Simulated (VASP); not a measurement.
**Ge: single point with r2SCAN**

The system is Ge.

```
Ge
1.0
     0.00000    2.89949    2.89949
     2.89949    0.00000    2.89949
     2.89949    2.89949    0.00000
Ge
2
Direct
  0.50000 0.50000 0.50000
  0.75000 0.75000 0.75000
```

This cell differs from its parent crystal: strain +0.025 along x and y, +0.025 along z.

- Program: VASP 6.6.1
- Task: single point
- Functional: r2SCAN
- Potentials or basis: VASP PAW PBE potentials, release 64 (Ge_d)
- Cutoff: 520 eV
- k mesh: 10 × 10 × 10
- Occupations: gaussian, width 0.05 eV
- Spin: no spin polarisation

| Quantity | Value |
| --- | --- |
| Pressure | -3.9 GPa |
| Band gap on the k mesh | zero (filled and empty bands touch) |

Levels at points of the mesh, in eV from the Fermi level:
| k point | band 11 | band 12 | band 13 | band 14 | band 15 | band 16 | band 17 | band 18 |
| --- | --- | --- | --- | --- | --- | --- | --- | --- |
| (0.00, 0.00, 0.00) | -12.76 | -0.31 | -0.02 | -0.02 | -0.02 | 2.67 | 2.67 | 2.67 |
| (0.50, 0.00, 0.00) | -10.75 | -7.55 | -1.38 | -1.38 | 0.19 | 3.94 | 3.94 | 7.56 |
| (0.50, 0.50, 0.00) | -8.96 | -8.96 | -2.98 | -2.98 | 1.04 | 1.04 | 9.46 | 9.46 |

Wall time 62 s on 1 thread of AMD EPYC 9R45 96-Core Processor (Zen 5), on a shared host, peak memory 0.16 GiB.

Caveat: the cell differs from its parent crystal (strain +0.025 along x and y, +0.025 along z); the cell stands under tension; semilocal functionals underestimate gaps, so a narrow gap can read as zero; the PAW data sets were made with another functional, which shifts forces and pressure a little.
